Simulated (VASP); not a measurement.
# SbS3 (Fm-3m) in VASP: a series of runs, part 2 of 2

VASP 6.6.1. The steps go on from the part before.

## 3. Single point, PBE

This run uses another cell than the first one, of 33.64 Å³/atom, 1.790 times its volume.

Contents of INCAR:

```
SYSTEM = SbS3
ALGO     = Normal         ! electronic algorithm
EDIFF    = 1E-6           ! SCF threshold, eV
ENCUT    = 520            ! plane-wave cutoff, eV
GGA      = PE             ! functional
ISIF     = 2              ! what is computed and relaxed
ISMEAR   = 0              ! smearing method
LASPH    = .True.         ! aspherical terms in the spheres
LCHARG   = .False.        ! write CHGCAR
LREAL    = .False.        ! projectors in reciprocal space
LWAVE    = .False.        ! write WAVECAR
NBANDS   = 20             ! bands
NELM     = 100            ! most SCF steps
PREC     = Accurate       ! precision mode
SIGMA    = 0.1            ! smearing width, eV
```

Contents of KPOINTS:

```
k-points
0
Gamma
  4 4 4
  0 0 0
```

Contents of POSCAR:

```
SbS3
1.0
    0.0000000000      4.0671933700      4.0671933700
    4.0671933700      0.0000000000      4.0671933700
    4.0671933700      4.0671933700      0.0000000000
Sb S
1 3
Direct
    0.0000000000      0.0000000000      0.0000000000
    0.2500000000      0.2500000000      0.2500000000
    0.7500000000      0.7500000000      0.7500000000
    0.5000000000      0.5000000000      0.5000000000
```

Potentials or basis: VASP PAW PBE potentials, release 64 (Sb, S).

The run is started by

```bash
cat potpaw_PBE.64/Sb/POTCAR potpaw_PBE.64/S/POTCAR > POTCAR
mpirun -np 1 vasp_std > vasp.out
```

It took 21 s on 1 thread of Intel Xeon Platinum 8488C (Sapphire Rapids), shared host; peak memory 0.3 GiB.

Results (log left out):

- Free energy: -10.3010 eV
- Pressure: -11.7 GPa

Levels at points of the mesh, in eV from the Fermi level:
```
           k point  band 10  band 11  band 12  band 13  band 14  band 15
(0.00, 0.00, 0.00)    -1.37    -1.13    -1.13    -1.13     1.60     1.60
(0.50, 0.00, 0.00)    -1.40     0.15     0.15     0.21     1.26     1.26
(0.50, 0.50, 0.00)    -0.37    -0.19    -0.01    -0.01     0.78     1.67
```

Caveat: spin-orbit coupling is left out, which moves the levels of the heavy elements.

## 4. Relaxation of cell and atoms, PBE

This run uses another cell than the first one, of 33.64 Å³/atom, 1.790 times its volume.

Contents of INCAR:

```
ALGO = Normal
EDIFF = 1E-7
EDIFFG = -0.04
ENCUT = 600
GGA = PE
IBRION = 2
ISIF = 3
ISMEAR = 0
LASPH = T
LCHARG = F
LREAL = F
LWAVE = F
NELM = 60
NSW = 90
PREC = Accurate
SIGMA = 0.1
```

Contents of KPOINTS:

```
k-points
0
Gamma
  4 4 4
```

POSCAR is that of step 3.

Potentials or basis: VASP PAW PBE potentials, release 64 (Sb, S).

The run is started by

```bash
cat potpaw_PBE.64/Sb/POTCAR potpaw_PBE.64/S/POTCAR > POTCAR
mpirun -np 1 vasp_std > vasp.out
```

OUTCAR:

```text
EDIFF = 1E-7
   EDIFFG = -0.04
   ENCUT = 600
   GGA = PE
   IBRION = 2
   ISIF = 3
   ISMEAR = 0
   LASPH = T
   LREAL = F
   NELM = 60
   NSW = 90
   PREC = Accurate

 ion  position               nearest neighbor table
   1  0.000  0.000  0.000-
   2  0.250  0.250  0.250-
   3  0.750  0.750  0.750-
   4  0.500  0.500  0.500-

  LATTYP: Found a face centered cubic cell.
 ALAT       =     8.1343867400

  Lattice vectors:

 A1 = (   0.0000000000,   4.0671933700,   4.0671933700)
 A2 = (   4.0671933700,   0.0000000000,   4.0671933700)
 A3 = (   4.0671933700,   4.0671933700,   0.0000000000)

Analysis of symmetry for initial positions (statically):
=====================================================================
[... 152 lines left out ...]

 number of electron      23.0000003 magnetization

 Free energy of the ion-electron system (eV)
  ---------------------------------------------------
  ext. energy  EPLUGINS =         0.00000000
  ---------------------------------------------------
  free energy    TOTEN  =       -10.30097047 eV

  energy without entropy =      -10.25315796  energy(sigma->0) =      -10.27706422

 E-fermi :   1.2398     XC(G=0):  -8.1917

 val. band max:        1.2357689611   @ k =  -0.2500   0.5000   0.2500
 cond. band min:       1.3091266720   @ k =   0.2500   0.2500   0.0000
 fundamental gap:      0.0733577109
 Fermi energy:         1.2397839256
[... 444 lines left out ...]
--------------------------------------- Ionic step        5  -------------------------------------------

 number of electron      22.9999999 magnetization

 Free energy of the ion-electron system (eV)
  ---------------------------------------------------
  ext. energy  EPLUGINS =         0.00000000
  ---------------------------------------------------
  free energy    TOTEN  =       -14.14551122 eV

  energy without entropy =      -14.12040967  energy(sigma->0) =      -14.13296044

 E-fermi :   7.4812     XC(G=0): -10.7544

 val. band max:        7.4668492537   @ k =   0.5000   0.5000   0.0000
 cond. band min:       7.5481530612   @ k =  -0.2500   0.5000   0.2500
 fundamental gap:      0.0813038075
 Fermi energy:         7.4811988366
[... 173 lines left out ...]
  FREE ENERGIE OF THE ION-ELECTRON SYSTEM (eV)
  ---------------------------------------------------
  free  energy   TOTEN  =       -14.1455112198 eV

  energy  without entropy=      -14.1204096675  energy(sigma->0) =      -14.13296044

 reached required accuracy - stopping structural energy minimisation
```

It took 76 s on 1 thread of Intel Xeon Platinum 8488C (Sapphire Rapids), shared host; peak memory 0.35 GiB.

What came out:

```yaml
Free_energy: -14.1455 eV
Relaxed_volume: 18.76 Å³/atom
Relaxed_cell: a = 4.734 Å, b = 4.734 Å, c = 4.734 Å, α = 60.00°, β = 60.00°, γ = 60.00°
Space_group_after_relaxing_to_0.05_Å: Fm-3m (No. 225)
Energy_gained_by_relaxing: 961.1 meV/atom
Ionic_steps: 5
Pressure_after_relaxing: -0.2 GPa
```

The path:
```csv
step,energy change (eV),largest force (eV/Å),pressure (GPa),volume (Å³)
1,0.0000,0.0000,-11.68,134.56
2,-3.1741,0.0000,-10.16,92.23
3,-3.8292,0.0000,-2.16,77.08
4,-3.8424,0.0000,0.89,74.04
5,-3.8445,0.0000,-0.17,75.02
```

Final structure:
```
Sb S
1.0
     0.00000    3.34752    3.34752
     3.34752    0.00000    3.34752
     3.34752    3.34752    0.00000
Sb S
1 3
Direct
  0.00000 0.00000 0.00000
  0.25000 0.25000 0.25000
  0.75000 0.75000 0.75000
  0.50000 0.50000 0.50000
```

Levels at points of the mesh, in eV from the Fermi level:
```csv
k point,band 9,band 10,band 11,band 12,band 13,band 14,band 15
"(0.00, 0.00, 0.00)",-3.42,-3.42,-2.54,-2.54,-2.54,3.96,3.96
"(0.50, 0.00, 0.00)",-2.55,-1.97,0.16,0.16,0.98,2.10,2.10
"(0.50, 0.50, 0.00)",-0.93,-0.93,-0.36,-0.01,-0.01,2.39,3.72
```

Caveat: the volume moved by over 15 % at a fixed basis, so the end points are rough; spin-orbit coupling is left out, which moves the levels of the heavy elements.

## 5. Single point, PBE

This run uses another cell than the first one, of 18.66 Å³/atom, 0.993 times its volume.

Contents of INCAR:

```
  PREC = Accurate
  ENCUT = 520
  EDIFF = 1E-7
  ISMEAR = 0
  SIGMA = 0.1
  LREAL = F
  LASPH = T
  NELM = 60
  ALGO = Normal
  ISIF = 2
  LWAVE = F
  LCHARG = F
  GGA = PE
  NBANDS = 20
```

Contents of KPOINTS:

```
regular mesh
0
Gamma
  12 12 12
```

Contents of POSCAR:

```
SbS3
1.0
    0.0000000000      3.3417629565      3.3417629565
    3.3417629565      0.0000000000      3.3417629565
    3.3417629565      3.3417629565      0.0000000000
Sb S
1 3
Direct
    0.0000000000      0.0000000000      0.0000000000
    0.2500000000      0.2500000000      0.2500000000
    0.7500000000      0.7500000000      0.7500000000
    0.5000000000      0.5000000000      0.5000000000
```

The run is started by

```bash
cat potpaw_PBE.64/Sb/POTCAR potpaw_PBE.64/S/POTCAR > POTCAR
mpirun -np 1 vasp_std > vasp.out
```

Run time: 53 s. Hardware: 1 thread of Intel Xeon Platinum 8488C (Sapphire Rapids), shared host; peak memory 0.25 GiB.

It converged, with:

| Quantity | Value |
| --- | --- |
| Free energy | -14.1863 eV |
| Pressure | -0.3 GPa |

Levels at points of the mesh, in eV from the Fermi level:
```
           k point  band 8  band 9  band 10  band 11  band 12  band 13  band 14  band 15
(0.00, 0.00, 0.00)   -3.43   -3.43    -3.43    -2.58    -2.58    -2.58     3.98     3.98
(0.50, 0.00, 0.00)   -4.24   -2.57    -1.97     0.15     0.15     0.98     2.09     2.09
(0.50, 0.50, 0.00)   -0.98   -0.97    -0.97    -0.40    -0.01    -0.01     2.41     3.72
```

Caveat: spin-orbit coupling is left out, which moves the levels of the heavy elements.

## 6. The runs side by side

| task | cell | k mesh | cutoff (eV) | gap on the mesh (eV) | pressure (GPa) |
| --- | --- | --- | --- | --- | --- |
| single point | a = 4.737 Å, angles 60.0°, 4 atoms | 4 × 4 × 4 | 520 | none | -0.4 |
| single point | a = 5.752 Å, angles 60.0°, 4 atoms | 4 × 4 × 4 | 520 | none | -11.7 |
| relaxation of cell and atoms | relaxed from a = 5.752 Å, angles 60.0°, 4 atoms | 4 × 4 × 4 | 600 | none | -0.2 |
| single point | a = 4.726 Å, angles 60.0°, 4 atoms | 12 × 12 × 12 | 520 | none | -0.3 |

Alike in all rows: level PBE; potentials or basis VASP PAW PBE potentials, release 64 (Sb, S); no spin polarisation; smearing gaussian 0.1 eV.

Caveats: some runs use coarse meshes; spin-orbit coupling is left out, which moves the levels of the heavy elements; the volume moved by over 15 % at a fixed basis, so the end points are rough (some runs).

Absolute energies hang on the potentials; compare differences alone.
